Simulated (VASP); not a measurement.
A run of VASP 6.6.1:

Contents of INCAR:

```
SYSTEM = PbO2
PREC = Accurate ; ENCUT = 520
EDIFF = 1E-6 ; ISMEAR = 0
SIGMA = 0.05 ; LREAL = .FALSE.
LASPH = .TRUE. ; NELM = 100
ALGO = Normal ; ISIF = 2
LWAVE = .FALSE. ; LCHARG = .FALSE.
GGA = CA ; NBANDS = 35
```

File KPOINTS:

```
regular mesh
0
G
  6 6 8
  0 0 0
```

File POSCAR:

```
PbO2
1.0
    4.9380481141      0.0000000000      0.0000000000
    0.0000000000      4.9380481141      0.0000000000
    0.0000000000      0.0000000000      3.3882815208
Pb O
2 4
Direct
    0.0000000000      0.0000000000      0.0000000000
    0.5000000000      0.5000000000      0.5000000000
    0.3075286930      0.3075286930      0.0000000000
    0.8075286930      0.1924713070      0.5000000000
    0.1924713070      0.8075286930      0.5000000000
    0.6924713070      0.6924713070      0.0000000000
```

Potentials or basis: VASP PAW LDA potentials, release 64 (Pb_d, O).

Launch:

```sh
$ cat potpaw_LDA.64/Pb_d/POTCAR potpaw_LDA.64/O/POTCAR > POTCAR
$ mpirun -np 1 vasp_std > vasp.out
```

Hardware: 1 thread of Intel Xeon 8259CL, on a shared host.

Problem. How long does it take, and how much memory?

Solution. It took 2.7 min on 1 thread of Intel Xeon 8259CL (shared host), peak memory 0.24 GiB. Counts: scf iterations 14, k points 50.
